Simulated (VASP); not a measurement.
A run of VASP 6.6.1 is set up as follows.

File INCAR:

```
ALGO = Normal
EDIFF = 1E-6
ENCUT = 520
GGA = PE
ISIF = 2
ISMEAR = 0
LASPH = True
LCHARG = False
LREAL = False
LWAVE = False
NBANDS = 18
NELM = 60
PREC = Accurate
SIGMA = 0.1
```

The input KPOINTS:

```
k-points
0
Gamma
  12 12 12
```

Contents of POSCAR:

```
B3Se2
1.0
    1.5523884248      0.8962718750      7.7779920523
   -1.5523884248      0.8962718750      7.7779920523
    0.0000000000     -1.7925437499      7.7779920523
B Se
3 2
Direct
    0.0000000000      0.0000000000      0.0000000000
    0.1667164791      0.1667164791      0.1667164791
    0.8332835209      0.8332835209      0.8332835209
    0.3910988170      0.3910988170      0.3910988170
    0.6089011830      0.6089011830      0.6089011830
```

Potentials or basis: VASP PAW PBE potentials, release 64 (B, Se).

Run with:

```bash
$ cat potpaw_PBE.64/B/POTCAR potpaw_PBE.64/Se/POTCAR > POTCAR
$ mpirun -np 1 vasp_std > vasp.out
```

(1) What does it give for the pressure?

(2) Predict the band gap on the k mesh.

## Answers

(1) 0.1 GPa.

(2) zero (an odd number of electrons rules out a gap without spin polarisation).

Caveat: an odd number of electrons without spin polarisation forces a metal; a magnetic or distorted state may lie lower.
